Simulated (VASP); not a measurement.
# AlRu (P6_3/mmc) in VASP: a series of runs, part 2 of 2

VASP 6.6.1. The steps go on from the part before.

## Step 5: Relaxation of cell and atoms, PBE

Contents of INCAR:

```
  PREC = Accurate
  ENCUT = 600
  EDIFF = 1E-6
  ISMEAR = 0
  SIGMA = 0.1
  LREAL = False
  LASPH = True
  NELM = 80
  ALGO = Normal
  ISIF = 3
  LWAVE = False
  LCHARG = False
  GGA = PE
  IBRION = 2
  NSW = 90
  EDIFFG = -0.04
```

Contents of KPOINTS:

```
Automatic mesh
0
Gamma
  6 6 4
```

Contents of POSCAR:

```
AlRu
1.0
    3.6013300900      0.0000000000      0.0000000000
   -1.8006650500      3.1188433500      0.0000000000
    0.0000000000      0.0000000000      4.7584528700
Al Ru
2 2
Direct
    0.0000000000      0.0000000000      0.5000000000
    0.0000000000      0.0000000000      0.0000000000
    0.6666666700      0.3333333300      0.7500000000
    0.3333333300      0.6666666700      0.2500000000
```

Potentials or basis: VASP PAW PBE potentials, release 64 (Al, Ru_pv).

On the command line:

```bash
$ cat potpaw_PBE.64/Al/POTCAR potpaw_PBE.64/Ru_pv/POTCAR > POTCAR
$ mpirun -np 1 vasp_std > vasp.out
```

OUTCAR:

```text
PREC = Accurate
   ENCUT = 600
   EDIFF = 1E-6
   ISMEAR = 0
   LREAL = False
   LASPH = True
   NELM = 80
   ISIF = 3
   GGA = PE
   IBRION = 2
   NSW = 90
   EDIFFG = -0.04

 ion  position               nearest neighbor table
   1  0.000  0.000  0.500-   2 2.38   2 2.38   4 2.40   3 2.40   3 2.40   4 2.40   3 2.40   4 2.40

   2  0.000  0.000  0.000-   1 2.38   1 2.38   4 2.40   3 2.40   3 2.40   4 2.40   3 2.40   4 2.40

   3  0.667  0.333  0.750-   1 2.40   2 2.40   1 2.40   2 2.40   1 2.40   2 2.40   4 3.16   4 3.16
                             4 3.16   4 3.16   4 3.16   4 3.16
   4  0.333  0.667  0.250-   1 2.40   2 2.40   1 2.40   2 2.40   1 2.40   2 2.40   3 3.16   3 3.16
                             3 3.16   3 3.16   3 3.16   3 3.16

  LATTYP: Found a hexagonal cell.
 ALAT       =     3.6013300900
 C/A-ratio  =     1.3213042823

[... 309 lines left out ...]
      5     -32.6216      2.00000
      6     -32.6216      2.00000
[... 493 lines left out ...]
     20      10.5814      0.00000
     21      11.7162      0.00000

[... ionic steps 4 to 29 ...]

--------------------------------------- Ionic step       30  -------------------------------------------

 number of electron      34.0000014 magnetization

------------------------ aborting loop because EDIFF is reached ----------------------------------------
[... 71 lines left out ...]
--------------------------------------- Ionic step       32  -------------------------------------------

 number of electron      34.0000026 magnetization

 Free energy of the ion-electron system (eV)
  ---------------------------------------------------
  ext. energy  EPLUGINS =         0.00000000
  ---------------------------------------------------
  free energy    TOTEN  =       -27.28636736 eV

  energy without entropy =      -27.26597928  energy(sigma->0) =      -27.27617332

 E-fermi :  10.4358     XC(G=0): -12.2885

 val. band max:       10.3836647333   @ k =   0.0000   0.0000   0.0000
 cond. band min:      10.4373954400   @ k =   0.1667   0.1667   0.5000
 fundamental gap:      0.0537307067
 Fermi energy:        10.4357924003

 k-point     1 :       0.0000    0.0000    0.0000
  band No.  band energies     occupation
      1     -31.7478      2.00000
      2     -31.7478      2.00000
      3     -31.7476      2.00000
      4     -31.7476      2.00000
      5     -31.6057      2.00000
      6     -31.5936      2.00000
[... 524 lines left out ...]
  FREE ENERGIE OF THE ION-ELECTRON SYSTEM (eV)
  ---------------------------------------------------
  free  energy   TOTEN  =       -27.2863673588 eV

  energy  without entropy=      -27.2659792768  energy(sigma->0) =      -27.27617332

 reached required accuracy - stopping structural energy minimisation
```

OSZICAR:

```text
N       E                     dE             d eps       ncg     rms          rms(c)
DAV:   1     0.349252100642E+03    0.34925E+03   -0.21134E+04   882   0.179E+03
DAV:   2    -0.136674327500E+02   -0.36292E+03   -0.35401E+03   922   0.486E+02
DAV:   3    -0.256535798119E+02   -0.11986E+02   -0.11377E+02  1043   0.818E+01
DAV:   4    -0.258777827447E+02   -0.22420E+00   -0.22330E+00   993   0.108E+01
[... 316 lines left out ...]
DAV:   1    -0.272873275174E+02   -0.10932E-02   -0.31330E-02   892   0.140E+00    0.177E-01
DAV:   2    -0.272865225904E+02    0.80493E-03   -0.18921E-03   932   0.307E-01    0.866E-02
DAV:   3    -0.272863936340E+02    0.12896E-03   -0.52035E-04   975   0.178E-01    0.378E-02
DAV:   4    -0.272863677505E+02    0.25884E-04   -0.79060E-05  1159   0.555E-02    0.184E-02
DAV:   5    -0.272863673588E+02    0.39169E-06   -0.25222E-06   832   0.118E-02
  32 F= -.27286367E+02 E0= -.27276173E+02  d E =-.260058E-02
```

It took 4.4 min on 1 thread of Intel Xeon 6975P-C (Granite Rapids), shared host; peak memory 0.2 GiB.

Results:

```yaml
Free_energy: -27.2864 eV
Relaxed_volume: 14.10 Å³/atom
Relaxed_cell: a = 2.867 Å, b = 2.867 Å, c = 7.923 Å, α = 90.00°, β = 90.00°, γ = 120.00°
Space_group_after_relaxing_to_0.05_Å: P6_3/mmc (No. 194)
Energy_gained_by_relaxing: 648.3 meV/atom
Ionic_steps: 32
Pressure_after_relaxing: -0.2 GPa
Band_gap_on_the_k_mesh: zero (band 17 reaches 11.86 eV, above the bottom of band 18 at 9.96 eV)
```

Stress tensor (GPa, compression positive):
```
-0.14  0.00  0.00
 0.00 -0.14  0.00
 0.00  0.00 -0.29
```

Step by step:
| step | energy change (eV) | largest force (eV/Å) | pressure (GPa) | volume (Å³) |
| --- | --- | --- | --- | --- |
| 1 | 0.0000 | 0.0000 | 33.30 | 53.45 |
| 2 | 0.2408 | 0.0000 | -19.62 | 77.90 |
| 3 | -0.8641 | 0.0000 | -1.40 | 63.37 |
| 4 | -0.8656 | 0.0000 | -0.49 | 62.99 |
| 5 | -0.8655 | 0.0000 | -0.02 | 62.79 |
| 6 | -0.8875 | 0.0000 | 0.16 | 62.69 |
| 7 | -0.9061 | 0.0000 | 0.55 | 62.50 |
| 8 | -0.9540 | 0.0000 | 1.23 | 61.99 |
| 9 | -1.0553 | 0.0000 | 3.44 | 60.50 |
| 10 | -1.7933 | 0.0000 | 10.93 | 55.85 |
| 11 | 3.2282 | 0.0000 | 118.54 | 41.80 |
| 12 | -2.0204 | 0.0000 | 15.71 | 53.98 |
| 13 | -1.6776 | 0.0000 | 41.82 | 48.29 |
| 14 | -1.9568 | 0.0000 | 33.53 | 49.63 |
| 15 | -1.8483 | 0.0000 | 37.16 | 49.01 |
| 16 | -1.8499 | 0.0000 | 37.14 | 49.01 |
| 17 | -1.8542 | 0.0000 | 37.05 | 49.02 |
| 18 | -1.8602 | 0.0000 | 36.67 | 49.03 |
| 19 | -1.8620 | 0.0000 | 36.14 | 49.05 |
| 20 | -1.8697 | 0.0000 | 35.87 | 49.09 |
| 21 | -1.8924 | 0.0000 | 35.19 | 49.19 |
| 22 | -1.9365 | 0.0000 | 33.80 | 49.39 |
| 23 | -2.0199 | 0.0000 | 31.10 | 49.80 |
| 24 | -2.1676 | 0.0000 | 25.97 | 50.62 |
| 25 | -2.3912 | 0.0000 | 16.73 | 52.28 |
| 26 | -2.5868 | 0.0000 | 1.82 | 55.71 |
| 27 | -2.5906 | 0.0000 | -0.09 | 56.24 |
| 28 | -2.5906 | 0.0000 | -0.60 | 56.39 |
| 29 | -2.5910 | 0.0000 | -0.58 | 56.39 |
| 30 | -2.5920 | 0.0000 | -0.50 | 56.39 |
| 31 | -2.5931 | 0.0000 | -0.24 | 56.39 |
| 32 | -2.5932 | 0.0000 | -0.19 | 56.39 |

Final structure:
```xyz
4
Lattice="2.8667 0.0000 0.0000 -1.4333 2.4826 0.0000 0.0000 0.0000 7.9229" Properties=species:S:1:pos:R:3 pbc="T T T"
Al    0.0000    0.0000    3.9614
Al   -1.4333    2.4826    0.0000
Ru    1.4333    0.8275    5.9421
Ru    0.0000    1.6551    1.9807
```

## Step 6: Single point, PBE

This run uses another cell than the first one, of 14.17 Å³/atom, 1.061 times its volume.

Contents of INCAR:

```
SYSTEM = AlRu
PREC     = Accurate       ! precision mode
ENCUT    = 520            ! plane-wave cutoff, eV
EDIFF    = 1E-6           ! SCF threshold, eV
ISMEAR   = 0              ! smearing method
SIGMA    = 0.1            ! smearing width, eV
LREAL    = .FALSE.        ! projectors in reciprocal space
LASPH    = .TRUE.         ! aspherical terms in the spheres
NELM     = 60             ! most SCF steps
ALGO     = Fast           ! electronic algorithm
ISIF     = 2              ! what is computed and relaxed
LWAVE    = .FALSE.        ! write WAVECAR
LCHARG   = .FALSE.        ! write CHGCAR
GGA      = PE             ! functional
NBANDS   = 25             ! bands
```

Contents of KPOINTS:

```
regular mesh
0
G
  18 18 6
  0 0 0
```

Contents of POSCAR:

```
AlRu
1.0
    2.8769616965      0.0000000000      0.0000000000
   -1.4384808482      2.4915219148      0.0000000000
    0.0000000000      0.0000000000      7.9095073271
Al Ru
2 2
Direct
    0.0000000000      0.0000000000      0.5000000000
    0.0000000000      0.0000000000      0.0000000000
    0.6666666667      0.3333333333      0.7500000000
    0.3333333333      0.6666666667      0.2500000000
```

Potentials or basis: VASP PAW PBE potentials, release 64 (Al, Ru_pv).

On the command line:

```bash
$ cat potpaw_PBE.64/Al/POTCAR potpaw_PBE.64/Ru_pv/POTCAR > POTCAR
$ mpirun -np 1 vasp_std > vasp.out
```

Run time: 91 s. Hardware: 1 thread of Intel Xeon 6975P-C (Granite Rapids), shared host; peak memory 0.31 GiB.

Results (log left out):

| Property | Result |
| --- | --- |
| Free energy | -27.4371 eV |
| Pressure | -0.1 GPa |
| Band gap on the k mesh | zero (band 17 reaches 11.77 eV, above the bottom of band 18 at 9.72 eV) |

Stress tensor (GPa, compression positive):
```
-0.15  0.00  0.00
 0.00 -0.15  0.00
 0.00  0.00 -0.05
```

Levels at points of the mesh, in eV from the Fermi level:
```csv
k point,band 14,band 15,band 16,band 17,band 18,band 19,band 20,band 21
"(0.00, 0.00, 0.00)",-1.67,-1.67,-0.24,-0.15,-0.15,0.02,0.02,6.26
"(0.50, 0.00, 0.00)",-1.09,-0.69,-0.56,-0.08,1.44,1.44,2.05,3.71
"(0.00, 0.00, 0.50)",-1.68,-1.44,-1.44,-0.07,-0.07,-0.07,-0.07,8.04
"(0.50, 0.00, 0.50)",-1.85,-0.90,-0.90,1.44,1.44,1.93,1.93,4.15
```

## Step 7: Relaxation of cell and atoms, PBE

Contents of INCAR:

```
  PREC = Accurate
  ENCUT = 600
  EDIFF = 1E-7
  ISMEAR = 0
  SIGMA = 0.1
  LREAL = False
  LASPH = True
  NELM = 120
  ALGO = Normal
  ISIF = 3
  LWAVE = False
  LCHARG = False
  GGA = PE
  IBRION = 2
  NSW = 90
  EDIFFG = -0.04
  GGA_COMPAT = False
  NELMIN = 4
```

Contents of KPOINTS:

```
Automatic mesh
0
Gamma
  6 6 4
```

Contents of POSCAR:

```
AlRu
1.0
    3.6013300900      0.0000000000      0.0000000000
   -1.8006650500      3.1188433500      0.0000000000
    0.0000000000      0.0000000000      4.7584528700
Al Ru
2 2
Direct
    0.0000000000      0.0000000000      0.5000000000
    0.0000000000      0.0000000000      0.0000000000
    0.6666666700      0.3333333300      0.7500000000
    0.3333333300      0.6666666700      0.2500000000
```

Potentials or basis: VASP PAW PBE potentials, release 64 (Al, Ru_sv).

On the command line:

```bash
$ cat potpaw_PBE.64/Al/POTCAR potpaw_PBE.64/Ru_sv/POTCAR > POTCAR
$ mpirun -np 1 vasp_std > vasp.out
```

It took 5.2 min on 1 thread of Intel Xeon 6975P-C (Granite Rapids), shared host; peak memory 0.19 GiB.

It converged, with:

```
Free energy                            : -27.0942 eV
Relaxed volume                         : 14.04 Å³/atom
Relaxed cell                           : a = 2.929 Å, b = 2.929 Å, c = 7.559 Å, α = 90.00°, β = 90.00°, γ = 120.00°
Space group after relaxing (to 0.05 Å) : P6_3/mmc (No. 194)
Energy gained by relaxing              : 576.1 meV/atom
Ionic steps                            : 28
Pressure after relaxing                : -0.2 GPa
Band gap on the k mesh                 : zero (band 19 reaches 13.37 eV, above the bottom of band 20 at 10.99 eV)
```

Stress tensor (GPa, compression positive):
```
-0.08  0.00  0.00
 0.00 -0.08  0.00
 0.00  0.00 -0.45
```

Step by step:
```
step  energy change (eV)  largest force (eV/Å)  pressure (GPa)  volume (Å³)
   1              0.0000                0.0000           33.08        53.45
   2              0.2582                0.0000          -19.90        77.72
   3             -0.8536                0.0000           -1.35        63.28
   4             -0.8550                0.0000           -0.51        62.91
   5             -0.8550                0.0000           -0.05        62.71
   6             -0.8767                0.0000            0.13        62.61
   7             -0.8939                0.0000            0.49        62.43
   8             -0.9366                0.0000            1.14        61.94
   9             -1.0162                0.0000            3.22        60.54
  10             -1.6862                0.0000            9.85        56.21
  11              2.2720                0.0000           82.77        43.11
  12             -1.9015                0.0000           13.78        54.45
  13             -1.6755                0.0000           32.07        49.16
  14             -1.9210                0.0000           25.65        50.65
  15             -1.8554                0.0000           27.68        50.14
  16             -1.8580                0.0000           27.51        50.14
  17             -1.8649                0.0000           26.96        50.17
  18             -1.8723                0.0000           25.85        50.21
  19             -1.8726                0.0000           25.31        50.23
  20             -1.8796                0.0000           25.06        50.27
  21             -1.9002                0.0000           24.33        50.40
  22             -1.9396                0.0000           22.90        50.65
  23             -2.0112                0.0000           20.15        51.16
  24             -2.1283                0.0000           15.04        52.20
  25             -2.2698                0.0000            6.23        54.29
  26             -2.2532                0.0000           -6.88        58.59
  27             -2.3041                0.0000           -0.63        56.30
  28             -2.3043                0.0000           -0.20        56.16
```

Final structure:
```
Al Ru
1.0
     2.92900    0.00000    0.00000
    -1.46450    2.53659    0.00000
     0.00000    0.00000    7.55918
Al Ru
2 2
Direct
  0.00000 0.00000 0.50000
  0.00000 0.00000 0.00000
  0.66667 0.33333 0.75000
  0.33333 0.66667 0.25000
```

Levels at points of the mesh, in eV from the Fermi level:
| k point | band 17 | band 18 | band 19 | band 20 | band 21 | band 22 |
| --- | --- | --- | --- | --- | --- | --- |
| (0.00, 0.00, 0.00) | -1.75 | -0.52 | -0.52 | -0.29 | -0.29 | 0.47 |
| (0.50, 0.00, 0.00) | -0.93 | -0.53 | -0.15 | 1.09 | 1.09 | 2.47 |
| (0.00, 0.00, 0.50) | -0.88 | -0.88 | -0.39 | -0.39 | -0.39 | -0.39 |
| (0.50, 0.00, 0.50) | -1.21 | -1.21 | 1.09 | 1.09 | 2.10 | 2.10 |

## Step 8: Overview

```tsv
task	potentials or basis	spin	cell	k mesh	cutoff (eV)	second run	gap on the mesh (eV)	pressure (GPa)	relaxed volume (Å³/atom)
single point	VASP PAW PBE potentials, release 64 (Al, Ru_pv)	off	a = 3.601, b = 3.601, c = 4.758 Å, angles 90.0, 90.0, 120.0°, 4 atoms	6 × 6 × 4	520	-	none	33.5	-
single point	VASP PAW PBE potentials, release 64 (Al, Ru_pv)	off	a = 2.850, b = 2.850, c = 8.039 Å, angles 90.0, 90.0, 120.0°, 4 atoms	6 × 6 × 4	520	-	none	0.0	-
single point	VASP PAW PBE potentials, release 64 (Al, Ru_pv)	collinear, ferromagnetic start	a = 2.850, b = 2.850, c = 8.039 Å, angles 90.0, 90.0, 120.0°, 4 atoms	6 × 6 × 2	520	-	none	0.0	-
relaxation of cell and atoms	VASP PAW PBE potentials, release 64 (Al, Ru_pv)	off	relaxed from a = 3.601, b = 3.601, c = 4.758 Å, angles 90.0, 90.0, 120.0°, 4 atoms	6 × 6 × 4	600	-	none	-0.2	14.10
single point	VASP PAW PBE potentials, release 64 (Al, Ru_pv)	off	a = 2.877, b = 2.877, c = 7.910 Å, angles 90.0, 90.0, 120.0°, 4 atoms	18 × 18 × 6	520	-	none	-0.1	-
relaxation of cell and atoms	VASP PAW PBE potentials, release 64 (Al, Ru_sv)	off	relaxed from a = 3.601, b = 3.601, c = 4.758 Å, angles 90.0, 90.0, 120.0°, 4 atoms	6 × 6 × 4	600	valence_matched	none	-0.2	14.04
```

Alike in all rows: level PBE; smearing gaussian 0.1 eV.

Caveats: some runs use coarse meshes.

Absolute energies hang on the potentials; compare differences alone.
